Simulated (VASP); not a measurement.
Se:

```
CELL_PARAMETERS angstrom
4.36620 0.00000 0.00000
-2.18310 3.78124 0.00000
0.00000 0.00000 4.95360
ATOMIC_POSITIONS crystal
Se 0.77460 0.77460 0.00000
Se 0.00000 0.22540 0.66667
Se 0.22540 0.00000 0.33333
```

```yaml
Program: VASP 6.6.1
Task: relaxation of cell and atoms
Functional: PBEsol
Potentials_or_basis: VASP PAW PBE potentials, release 64 (Se)
Cutoff: 600 eV
k_mesh: 7 × 7 × 6
Occupations: fermi-dirac, width 0.05 eV
Spin: no spin polarisation
```

At the start: pressure 0.4 GPa; volume 27.26 Å³/atom.

Q: Where does the relaxation end?

A: Over 13 steps the energy falls by 25.1 meV/atom and the volume is 24.12 Å³/atom (-11.5 %); space group P3_121 (No. 152, to 0.05 Å).

Step by step:
```csv
step,energy change (eV),largest force (eV/Å),pressure (GPa),volume (Å³)
1,0.0000,0.3326,0.36,81.78
2,-0.0099,0.0105,-1.33,82.50
3,-0.0102,0.0360,-1.09,82.40
4,-0.0238,0.0424,-1.00,80.98
5,-0.0574,0.0792,-0.41,76.77
6,-0.0532,0.1875,2.58,68.58
7,-0.0709,0.1467,0.62,73.24
8,-0.0713,0.1576,0.96,72.24
9,-0.0749,0.0215,-0.02,71.78
10,-0.0752,0.0165,0.19,71.88
11,-0.0752,0.0139,0.18,71.88
12,-0.0754,0.0068,0.07,72.14
13,-0.0754,0.0006,-0.03,72.37
```

Final structure:
```
Se
1.0
     4.03495    0.00000    0.00000
    -2.01748    3.49437    0.00000
     0.00000    0.00000    5.13254
Se
3
Direct
  0.75075 0.75075 0.00000
  0.00000 0.24925 0.66667
  0.24925 0.00000 0.33333
```

Caveat: the PAW data sets were made with another functional, which shifts forces and pressure a little; the volume moved by -12 % from the deposited cell, more than functionals usually miss.
